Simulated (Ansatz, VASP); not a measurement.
# Cs in VASP and in Ansatz

The input INCAR:

```
  PREC = Accurate
  ENCUT = 600
  EDIFF = 1E-6
  ISMEAR = -1
  SIGMA = 0.1
  LREAL = False
  LASPH = True
  NELM = 100
  ALGO = Normal
  ISIF = 3
  LWAVE = False
  LCHARG = False
  GGA = RP
  IBRION = 2
  NSW = 80
  EDIFFG = -0.01
```

File KPOINTS:

```
regular mesh
0
Gamma
  8 8 8
```

Contents of POSCAR:

```
Cs
1.0
   -3.0225000000      3.0225000000      3.0225000000
    3.0225000000     -3.0225000000      3.0225000000
    3.0225000000      3.0225000000     -3.0225000000
Cs
1
Direct
    0.0000000000      0.0000000000      0.0000000000
```

Input for Ansatz:

```yaml
crystal:
  lattice:
    - [-3.0225, 3.0225, 3.0225]
    - [3.0225, -3.0225, 3.0225]
    - [3.0225, 3.0225, -3.0225]
  atoms:
    - { symbol: Cs, position: [0.0, 0.0, 0.0] }
hamiltonian:
  xc: rpbe
  pseudopotentials:
    kind: paw
    azcp:
      Cs: "pseudopotentials/Cs.paw.azcp"
basis:
  ecutwfc: 420
  fft_grid_basis: typed
kpoints:
  mp_grid: { grid: [8, 8, 8], shift: [0, 0, 0] }
magnetization:
  spin_polarized: false
scf:
  occupations: { method: fermi_dirac, width: 0.1 }
relax:
  max_steps: 60
  f_tol: 0.01
  cell: {}
```

Alike in both runs: task relaxation of cell and atoms; functional RPBE; k mesh 8 × 8 × 8; occupations fermi-dirac, width 0.1 eV; no spin polarisation.

|  | VASP | Ansatz |
| --- | --- | --- |
| version | VASP 6.6.1 | Ansatz 0.2.0 |
| potentials or method | VASP PAW PBE potentials, release 64 (Cs_sv), cutoff 600 eV | plane waves (420 eV) with PAW, scalar-relativistic |
| valence electrons in the cell | 9 | 9 |

VASP gave:

* relaxed volume (Å³/atom): 131.00
* relaxed length of the cell vector where the two differ most in proportion (Å): 5.542

Q: What did Ansatz give for the same quantities?

A: Relaxed volume (Å³/atom): 131.07; relaxed length of the cell vector where the two differ most in proportion (Å): 5.543.

VASP's potentials were made for PBE, not for RPBE.

Neither program's run includes spin-orbit coupling. Noted on VASP's run: the volume moved by over 15 % at a fixed basis, so the end points are rough.
